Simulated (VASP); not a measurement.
# P: single point with LDA

System: P, a slab with vacuum.

```
CELL_PARAMETERS angstrom
3.28373 0.00000 0.00000
0.00000 34.85703 0.00000
0.00000 0.00000 4.63208
ATOMIC_POSITIONS crystal
P 0.50000 0.97026 0.90785
P 0.50000 0.02974 0.09215
P 0.00000 0.02974 0.40785
P 0.00000 0.97026 0.59215
```

```json
{
  "Program": "VASP 6.6.1",
  "Task": "single point",
  "Functional": "LDA",
  "Potentials or basis": "VASP PAW LDA potentials, release 64 (P)",
  "Cutoff": "520 eV",
  "k mesh": "5 × 1 × 4",
  "Occupations": "fermi-dirac, width 0.05 eV",
  "Spin": "no spin polarisation",
  "Dipole correction": "no",
  "k mesh for the DOS": "8 × 1 × 6",
  "Occupations for the DOS": "gaussian",
  "Further INCAR settings": "ALGO = Normal; EDIFF = 1e-06"
}
```

```yaml
Valence_electrons_inside_the_program's_atomic_spheres: P 2.48
```

Levels at points of the mesh, in eV from the valence-band top:
```csv
k point,band 8,band 9,band 10,band 11,band 12,band 13
"(0.00, 0.00, 0.00)",-1.89,-1.69,0.00,0.85,1.45,2.54
"(0.50, 0.00, 0.00)",-2.76,-2.00,-2.00,1.11,1.11,2.15
"(0.00, 0.00, 0.50)",-2.69,-1.41,-1.41,1.98,1.98,3.64
"(0.50, 0.00, 0.50)",-4.59,-1.08,-1.08,2.26,2.26,3.72
```

Wall time 6.2 min on 1 thread of Intel Xeon 8259CL, on a shared host, peak memory 0.4 GiB.

Caveat: there is no dipole correction, which matters where the two faces differ.
